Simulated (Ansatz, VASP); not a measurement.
# ReOs3C: VASP beside Ansatz

```
Re Os C
1.0
     3.98999    0.00000    0.00000
     0.00000    2.89311    2.91441
     0.00000   -2.89311    2.91441
Re Os C
1 3 1
Direct
  0.50000 0.99491 0.99491
  0.00000 0.00333 0.54993
  0.50000 0.43543 0.43543
  0.00000 0.54993 0.00333
  0.00000 0.51541 0.51541
```

Change from the starting cell: the structure that the rattled cubic perovskite type (Pm-3m, No. 221) fell into.

Alike in both runs: functional PBE; k mesh 10 × 10 × 10; occupations gaussian, width 0.1 eV; no spin polarisation.

Ansatz relaxed the structure, and its values are those at the end. VASP's run is a single point on that final structure, the one shown.

|  | VASP | Ansatz |
| --- | --- | --- |
| version | VASP 6.6.1 | Ansatz 0.2.0 |
| potentials or method | VASP PAW PBE potentials, release 64 (Re, Os, C), cutoff 520 eV | scalar-relativistic, plane waves, PAW |
| valence electrons in the cell | 35 | 67 |

```csv
,VASP,Ansatz,Ansatz less VASP
gap on the k mesh at the Fermi level (eV),none,none,-
pressure (GPa),1.0,0.0,-1.03
rms of the force components (eV/Å),0.041,0.000,-0.0409
```

A gap of «none» marks a metal or a gap that the smearing closes. VASP's potentials hold 35 valence electrons a cell and Ansatz's 67, so a difference there can come from the potentials and not from the codes.

Spin-orbit coupling is off throughout.
